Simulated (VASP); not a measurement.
A run of VASP 6.6.1 is set up as follows.

Contents of POSCAR:

```
HfO2
1.0
    5.2467061269      0.0000000000      0.0000000000
    0.0000000000      5.0305151172      0.0000000000
    0.0000000000      0.0000000000      5.0594571661
Hf O
4 8
Direct
    0.0325031800      0.2500027224      0.2410043371
    0.4674968200      0.2500027224      0.7410043371
    0.5325031800      0.7499972776      0.2410043371
    0.9674968200      0.7499972776      0.7410043371
    0.3174509137      0.0155589241      0.4358140462
    0.1825490863      0.0155589241      0.9358140462
    0.6825745491      0.5155539789      0.5461816166
    0.8174254509      0.5155539789      1.0461816166
    0.3174254509      0.4844460211      1.0461816166
    0.1825745491      0.4844460211      0.5461816166
    0.8174509137      0.9844410759      0.4358140462
    0.6825490863      0.9844410759      0.9358140462
```

Contents of INCAR.step1:

```
PREC = Accurate ; ENCUT = 520
ISMEAR = 0 ; SIGMA = 0.01
LREAL = F ; LASPH = T
NELM = 100 ; NBANDS = 56
GGA = PE ; ALGO = Normal
EDIFF = 1E-4 ; LWAVE = T
LCHARG = F
```

Contents of INCAR.step2:

```
PREC = Accurate ; ENCUT = 520
EDIFF = 1E-6 ; ISMEAR = 0
SIGMA = 0.01 ; LREAL = F
LASPH = T ; NELM = 100
ALGO = Normal ; ISIF = 2
LWAVE = F ; LCHARG = F
METAGGA = R2SCAN ; LMIXTAU = T
NBANDS = 56 ; ISTART = 1
```

Contents of KPOINTS:

```
regular mesh
0
Gamma
  4 4 6
```

Potentials or basis: VASP PAW PBE potentials, release 64 (Hf_pv, O).

Command:

```bash
$ cat potpaw_PBE.64/Hf_pv/POTCAR potpaw_PBE.64/O/POTCAR > POTCAR
$ cp INCAR.step1 INCAR
$ mpirun -np 1 vasp_std > vasp.out
$ cp INCAR.step2 INCAR
$ mpirun -np 1 vasp_std > vasp.out
```

(1) What does it give for the band gap on the k mesh?

(2) Estimate the largest force.

(3) Estimate the pressure.

## Answers

(1) 5.55 eV, indirect (least direct gap 5.58 eV).

(2) 0.723 eV/Å.

(3) 6.5 GPa.

Caveat: the PAW data sets were made with another functional, which shifts forces and pressure a little; spin-orbit coupling is left out, which moves the levels of the heavy elements.
